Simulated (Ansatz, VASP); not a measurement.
Si4Ru in VASP and in Ansatz

Contents of INCAR:

```
  PREC = Accurate
  ENCUT = 600
  EDIFF = 1E-7
  ISMEAR = 0
  SIGMA = 0.1
  LREAL = F
  LASPH = T
  NELM = 60
  ALGO = Normal
  ISIF = 3
  LWAVE = F
  LCHARG = F
  GGA = PE
  IBRION = 2
  NSW = 100
  EDIFFG = -0.01
```

KPOINTS

```
Automatic mesh
0
Gamma
  6 6 12
```

The input POSCAR:

```
Si4Ru
1.0
    5.2909828967      0.0000000000      0.0000000000
    0.0000000000      5.2909828967      0.0000000000
    0.0000000000      0.0000000000      2.7873804975
Si Ru
4 1
Direct
    0.2739287447      0.7260712553      0.5000000000
    0.7260712553      0.2739287447      0.5000000000
    0.2739287447      0.2739287447      0.5000000000
    0.7260712553      0.7260712553      0.5000000000
    0.0000000000      0.0000000000      0.0000000000
```

Input for Ansatz:

```yaml
crystal:
  lattice:
    - [5.2909828967, 0.0, 0.0]
    - [0.0, 5.2909828967, 0.0]
    - [0.0, 0.0, 2.7873804975]
  atoms:
    - { symbol: Si, position: [0.2739287447, 0.7260712553, 0.5] }
    - { symbol: Si, position: [0.7260712553, 0.2739287447, 0.5] }
    - { symbol: Si, position: [0.2739287447, 0.2739287447, 0.5] }
    - { symbol: Si, position: [0.7260712553, 0.7260712553, 0.5] }
    - { symbol: Ru, position: [0.0, 0.0, 0.0] }
basis:
  ecutwfc: 420
kpoints:
  mp_grid: { grid: [6, 6, 12] }
hamiltonian:
  xc: pbe
scf:
  occupations: { method: gaussian, width: 0.1 }
output:
  forces: true
  stress: true
  eigenvalues: true
relax:
  adjacent_minimum: "off"
  f_tol: 0.01
  max_steps: 80
  cell: { stress_tol: 0.05 }
```

Alike in both runs: task relaxation of cell and atoms; functional PBE; k mesh 6 × 6 × 12; occupations gaussian, width 0.1 eV; no spin polarisation.

|  | VASP | Ansatz |
| --- | --- | --- |
| version | VASP 6.6.1 | Ansatz 0.2.0 |
| potentials or method | VASP PAW PBE potentials, release 64 (Si, Ru_pv), cutoff 600 eV | scalar-relativistic, plane waves, PAW |
| valence electrons in the cell | 30 | 32 |

|  | VASP | Ansatz | Ansatz less VASP |
| --- | --- | --- | --- |
| gap on the k mesh at the Fermi level, each at its own relaxed structure (eV) | none | none | - |
| relaxed volume (Å³/atom) | 15.63 | 15.63 | +0.001 |
| relaxed cell length with the largest relative difference (Å) | 2.789 | 2.791 | +0.0012 |

A gap of «none» marks a metal or a gap that the smearing closes. VASP's potentials hold 30 valence electrons a cell and Ansatz's 32, so a difference there can come from the potentials and not from the codes.
